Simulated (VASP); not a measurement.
# KTlO2 (R-3m) in VASP: notebook

KTlO2 is run at these levels: LDA; tasks: single point.

Everything below comes from runs of VASP 6.6.1. Logs are shortened: lines on timing, memory, paths and dates and some standing lists are left out, and cuts for length are marked.

**1. The cell of the first run**

Symmetry: R-3m, No. 166, trigonal system. Conventional cell: a = 3.454 Å, b = 3.454 Å, c = 18.307 Å, α = 90.00°, β = 90.00°, γ = 120.00°. K (site symmetry -3m) has 6 O at 2.72 Å and 6 K at 3.45 Å and 6 Tl at 3.64 Å within 3.7 Å. Within 3.1 Å of Tl (site symmetry -3m) lie 6 O at 2.33 Å. Within 3.2 Å of O (site symmetry 3m) lie 3 Tl at 2.33 Å and 3 K at 2.72 Å and 3 O at 3.12 Å.

**2. Single point, LDA**

File INCAR:

```
PREC = Accurate
ENCUT = 600
EDIFF = 1E-6
ISMEAR = 0
SIGMA = 0.01
LREAL = F
LASPH = T
NELM = 120
ALGO = Normal
ISIF = 2
LWAVE = F
LCHARG = F
NBANDS = 25
GGA_COMPAT = F
```

File KPOINTS:

```
Automatic mesh
0
Gamma
  6 6 6
```

File POSCAR:

```
KTlO2
1.0
    1.7267621500      0.9969465921      6.1022400000
   -1.7267621500      0.9969465921      6.1022400000
    0.0000000000     -1.9938931843      6.1022400000
K Tl O
1 1 2
Direct
    0.5000000000      0.5000000000      0.5000000000
    0.0000000000      0.0000000000      0.0000000000
    0.7320842567      0.7320842567      0.7320842567
    0.2679157433      0.2679157433      0.2679157433
```

Potentials or basis: VASP PAW LDA potentials, release 64 (K_sv, Tl_d, O).

The run is started by

```
$ cat potpaw_LDA.64/K_sv/POTCAR potpaw_LDA.64/Tl_d/POTCAR potpaw_LDA.64/O/POTCAR > POTCAR
$ mpirun -np 1 vasp_std > vasp.out
```

OUTCAR:

```text
PREC = Accurate
   ENCUT = 600
   EDIFF = 1E-6
   ISMEAR = 0
   LREAL = F
   LASPH = T
   NELM = 120
   ISIF = 2

 ion  position               nearest neighbor table
   1  0.500  0.500  0.500-   4 2.72   4 2.72   3 2.72   3 2.72   4 2.72   3 2.72   2 3.64   2 3.64
                             2 3.64   2 3.64   2 3.64   2 3.64
   2  0.000  0.000  0.000-   3 2.33   3 2.33   4 2.33   4 2.33   3 2.33   4 2.33   1 3.64   1 3.64
                             1 3.64   1 3.64   1 3.64   1 3.64
   3  0.732  0.732  0.732-   2 2.33   2 2.33   2 2.33   1 2.72   1 2.72   1 2.72
   4  0.268  0.268  0.268-   2 2.33   2 2.33   2 2.33   1 2.72   1 2.72   1 2.72

  LATTYP: Found a trigonal (rhomboedric) cell.
 ALAT       =     6.4197307613
 COS(alpha) =     0.8553023734

  Lattice vectors:

 A1 = (   1.7267621500,   0.9969465921,   6.1022400000)
 A2 = (  -1.7267621500,   0.9969465921,   6.1022400000)
 A3 = (   0.0000000000,  -1.9938931843,   6.1022400000)

Analysis of symmetry for initial positions (statically):
=====================================================================
 Subroutine PRICEL returns:
 Original cell was already a primitive cell.

 Routine SETGRP: Setting up the symmetry group for a
 trigonal (rhombohedral) supercell.

 Subroutine GETGRP returns: Found 12 space group operations
 (whereof 12 operations were pure point group operations)
 out of a pool of 12 trial point group operations.

The static configuration has the point symmetry D_3d.

Analysis of symmetry for dynamics (positions and initial velocities):
=====================================================================
 Subroutine PRICEL returns:
 Original cell was already a primitive cell.

 Routine SETGRP: Setting up the symmetry group for a
 trigonal (rhombohedral) supercell.

 Subroutine GETGRP returns: Found 12 space group operations
 (whereof 12 operations were pure point group operations)
 out of a pool of 12 trial point group operations.

The dynamic configuration has the point symmetry D_3d.

 Subroutine INISYM returns: Found 12 space group operations
 (whereof 12 operations are pure point group operations),
 and found     1 'primitive' translations

----------------------------------------------------------------------------------------

                                     Primitive cell

  volume of cell :      63.0297

  direct lattice vectors                    reciprocal lattice vectors
     1.726762150  0.996946592  6.102240000     0.289559277  0.167177127  0.054624750
    -1.726762150  0.996946592  6.102240000    -0.289559277  0.167177127  0.054624750
     0.000000000 -1.993893184  6.102240000     0.000000000 -0.334354253  0.054624750

  length of vectors
     6.419730761  6.419730761  6.419730761     0.338786998  0.338786998  0.338786998

  position of ions in fractional coordinates (direct lattice)
     0.500000000  0.500000000  0.500000000
     0.000000000  0.000000000  0.000000000
     0.732084257  0.732084257  0.732084257
     0.267915743  0.267915743  0.267915743

  ion indices of the primitive-cell ions
   primitive index   ion index
                 1           1
                 2           2
                 3           3
                 4           4

----------------------------------------------------------------------------------------

 KPOINTS: Automatic mesh

Automatic generation of k-mesh.
 Grid dimensions read from file:
 generate k-points for:    6    6    6

 Generating k-lattice:

  Cartesian coordinates                     Fractional coordinates (reciprocal lattice)
     0.048259880  0.027862854  0.009104125     0.166666667  0.000000000  0.000000000
    -0.048259880  0.027862854  0.009104125     0.000000000  0.166666667  0.000000000
     0.000000000 -0.055725709  0.009104125    -0.000000000 -0.000000000  0.166666667

  Length of vectors
     0.056464500  0.056464500  0.056464500

  Shift w.r.t. Gamma in fractional coordinates (k-lattice)
     0.000000000  0.000000000  0.000000000

 Subroutine IBZKPT returns following result:
 ===========================================

 Found     32 irreducible k-points:

 Following reciprocal coordinates:
            Coordinates               Weight
  0.000000  0.000000  0.000000      1.000000
  0.166667 -0.000000 -0.000000      6.000000
  0.333333 -0.000000 -0.000000      6.000000
  0.500000  0.000000 -0.000000      3.000000
  0.166667  0.166667 -0.000000      6.000000
  0.333333  0.166667  0.000000     12.000000
[... 16 lines left out ...]
  0.500000  0.500000  0.166667      6.000000
 -0.333333  0.500000  0.166667     12.000000
 [... further k-points ...]
   k-points           NKPTS =     32   k-points in BZ     NKDIM =     32   number of bands    NBANDS=     25
   number of dos      NEDOS =    301   number of ions     NIONS =      4
   total plane-waves  NPLWV = 157464
   dimension x,y,z NGX =    54 NGY =   54 NGZ =   54
   dimension x,y,z NGXF=   108 NGYF=  108 NGZF=  108
   ions per type =               1   1   2
   NGX,Y,Z   is equivalent  to a cutoff of  13.98, 13.98, 13.98 a.u.
   NGXF,Y,Z  is equivalent  to a cutoff of  27.97, 27.97, 27.97 a.u.
 SYSTEM =  unknown system
   PREC   = accura    normal or accurate (medium, high low for compatibility)
   ISTART =      0    job   : 0-new  1-cont  2-samecut
   ICHARG =      2    charge: 1-file 2-atom 10-const
   ISPIN  =      1    spin polarized calculation?
   LNONCOLLINEAR =      F non collinear calculations
   LSORBIT =      F    spin-orbit coupling
   LASPH  =      T    aspherical Exc in radial PAW
   ENCUT  =  600.0 eV  44.10 Ry    6.64 a.u.  12.82 12.82 12.82*2*pi/ulx,y,z
   NELM   =    120;   NELMIN=  2; NELMDL= -5     # of ELM steps
   EDIFF  = 0.1E-05   stopping-criterion for ELM
   LREAL  =      F    real-space projection
   EDIFFG = 0.1E-04   stopping-criterion for IOM
   NSW    =      0    number of steps for IOM
   IBRION =     -1    ionic relax: 0-MD 1-quasi-New 2-CG
   NFREE  =      0    steps in history (QN), initial steepest desc. (CG)
   ISIF   =      2    stress and relaxation
   ISYM   =      2    0-nonsym 1-usesym 2-fastsym
   POTIM  = 0.5000    time-step for ionic-motion
   TEBEG  =    0.0;   TEEND  =   0.0 temperature during run
   PSTRESS=    0.0 pullay stress
   NELECT =      34.0000    total number of electrons
   NUPDOWN=      -1.0000    fix difference up-down
   EMIN   =  10.00;   EMAX   =-10.00  energy-range for DOS
   EFERMI =   0.00;   METHOD = LEGACY
   ISMEAR =     0;   SIGMA  =   0.01  broadening in eV -4-tet -1-fermi 0-gaus
   EFERMI_NEDOS =   21; number of points for ismear=-14 and -15
   IALGO  =     38    algorithm
   IMIX   =      4    mixing-type and parameters
     AMIX     =   0.40;   BMIX     =  1.00
     AMIX_MAG =   1.60;   BMIX_MAG =  1.00
  volume/ion in A,a.u.               =      15.76       106.34
  Fermi-wavevector in a.u.,A,eV,Ry     =   1.332660  2.518363 24.163725  1.775984
  Thomas-Fermi vector in A             =   2.461578
   LORBIT       =      0    0 simple, 1 ext, 2 COOP (PROOUT), +10 PAW based schemes
   GGA     = CA    functional components
   LHFCALC =     F    Hartree Fock is set to
   AEXX    =    0.0000 exact exchange contribution
   IVDW    =     0    specifies the selected vdW correction
   LEPSILON=     F    determine dielectric tensor
   LRPA    =     F    only Hartree local field effects (RPA)
 non-spin polarized calculation
 Gauss-broadening in eV      SIGMA  =   0.01
  energy-cutoff  :      600.00
  volume of cell :       63.03
 maximum number of plane-waves:      2122
 NGX is ok and might be reduce to    54
   NGX = 25   NGY = 25   NGZ = 25

 number of electron      34.0000000 magnetization

 Free energy of the ion-electron system (eV)
  ---------------------------------------------------
  ext. energy  EPLUGINS =         0.00000000
  ---------------------------------------------------
  free energy    TOTEN  =       -20.11368362 eV

  energy without entropy =      -20.11368362  energy(sigma->0) =      -20.11368362

 E-fermi :   2.6413     XC(G=0): -10.8113

 val. band max:        2.5330077273   @ k =   0.5000   0.5000   0.5000
 cond. band min:       3.4196853678   @ k =   0.0000   0.0000   0.0000
 fundamental gap:      0.8866776405
 Fermi energy:         2.6412910195

 k-point     1 :       0.0000    0.0000    0.0000
  band No.  band energies     occupation
      1     -25.3765      2.00000
      2     -13.9190      2.00000
      3     -13.1829      2.00000
      4      -8.8112      2.00000
      5      -8.7289      2.00000
      6      -8.7289      2.00000
[... 17 lines left out ...]
     24      13.6489      0.00000
     25      13.6566      0.00000

 k-point     2 :       0.1667   -0.0000   -0.0000
  band No.  band energies     occupation
      1     -25.3423      2.00000
      2     -13.7736      2.00000
      3     -13.2071      2.00000
      4      -8.9595      2.00000
      5      -8.8808      2.00000
      6      -8.7836      2.00000
[... 17 lines left out ...]
     24      13.2253      0.00000
     25      13.5900      0.00000

 k-point     3 :       0.3333   -0.0000   -0.0000
  band No.  band energies     occupation
      1     -25.2728      2.00000
      2     -13.4988      2.00000
      3     -13.2295      2.00000
      4      -9.3468      2.00000
      5      -8.9701      2.00000
      6      -8.8901      2.00000
[... 17 lines left out ...]
     24      13.2932      0.00000
     25      13.6029      0.00000

 k-point     4 :       0.5000    0.0000   -0.0000
  band No.  band energies     occupation
      1     -25.2375      2.00000
      2     -13.4742      2.00000
      3     -13.1089      2.00000
      4      -9.5451      2.00000
      5      -9.0173      2.00000
      6      -8.9422      2.00000
[... 17 lines left out ...]
     24      13.8728      0.00000
     25      14.1388      0.00000
[... 477 lines left out ...]
 k-point    22 :      -0.1667    0.3333    0.1667
  band No.  band energies     occupation
      1     -25.2377      2.00000
      2     -13.3782      2.00000
      3     -13.2201      2.00000
      4      -9.4230      2.00000
      5      -9.0488      2.00000
      6      -8.9834      2.00000
[... 17 lines left out ...]
     24      13.2447      0.00000
     25      13.6763      0.00000

 k-point    23 :       0.5000    0.5000    0.1667
  band No.  band energies     occupation
      1     -25.2727      2.00000
      2     -13.5093      2.00000
      3     -13.2244      2.00000
      4      -9.3424      2.00000
      5      -8.9303      2.00000
      6      -8.8844      2.00000
[... 17 lines left out ...]
     24      13.2202      0.00000
     25      13.7686      0.00000

 k-point    24 :      -0.3333    0.5000    0.1667
  band No.  band energies     occupation
      1     -25.2377      2.00000
      2     -13.3417      2.00000
      3     -13.2592      2.00000
      4      -9.4295      2.00000
      5      -9.0627      2.00000
      6      -8.9594      2.00000
[... 17 lines left out ...]
     24      13.1534      0.00000
     25      13.3884      0.00000

 [... further k-points ...]
[... 5 lines left out ...]
  --------------------------------------------------------------------------------------
  -------------------------------------------------------------------------------------
  Total       -1.6345787     -1.6345787     -1.8072547      0.0000000      0.0000000     -0.0000000
  in kB      -41.5500427    -41.5500427    -45.9393666      0.0000000      0.0000000     -0.0000000
  external PRESSURE =     -43.0131507 kB  Pullay stress =       0.0000000 kB

 VOLUME and BASIS-vectors are now :
 -----------------------------------------------------------------------------
  energy-cutoff  :      600.00
  volume of cell :       63.03
      direct lattice vectors                 reciprocal lattice vectors
     1.726762150  0.996946592  6.102240000     0.289559277  0.167177127  0.054624750
    -1.726762150  0.996946592  6.102240000    -0.289559277  0.167177127  0.054624750
     0.000000000 -1.993893184  6.102240000     0.000000000 -0.334354253  0.054624750

 POSITION                                       TOTAL-FORCE (eV/Angst)
 -----------------------------------------------------------------------------------
      0.00000     -0.00000      9.15336         0.000000      0.000000      0.000000
      0.00000      0.00000      0.00000         0.000000      0.000000     -0.000000
      0.00000     -0.00000     13.40206         0.000000      0.000000     -0.081421
      0.00000     -0.00000      4.90466         0.000000     -0.000000      0.081421
 -----------------------------------------------------------------------------------
    total drift:                                0.000000      0.000000      0.000000

  FREE ENERGIE OF THE ION-ELECTRON SYSTEM (eV)
  ---------------------------------------------------
  free  energy   TOTEN  =       -20.1136836167 eV

  energy  without entropy=      -20.1136836167  energy(sigma->0) =      -20.11368362
```

Wall time 3 min (1 thread of Intel Xeon Platinum 8259CL at 2.50GHz (Skylake/Cascade Lake), shared host); peak memory 0.34 GiB.

Results:

- Free energy: -20.1137 eV
- Pressure: -4.3 GPa
- Largest force: 0.081 eV/Å
- Band gap on the k mesh: 0.89 eV (least direct gap 1.01 eV)

Forces on the atoms (eV/Å):
```
K    0.000  0.000  0.000
Tl   0.000  0.000  0.000
O    0.000  0.000 -0.081
O    0.000  0.000  0.081
```

Caveat: the cell stands under tension; spin-orbit coupling is left out, which moves the levels of the heavy elements.

[end of part 1 of 2]
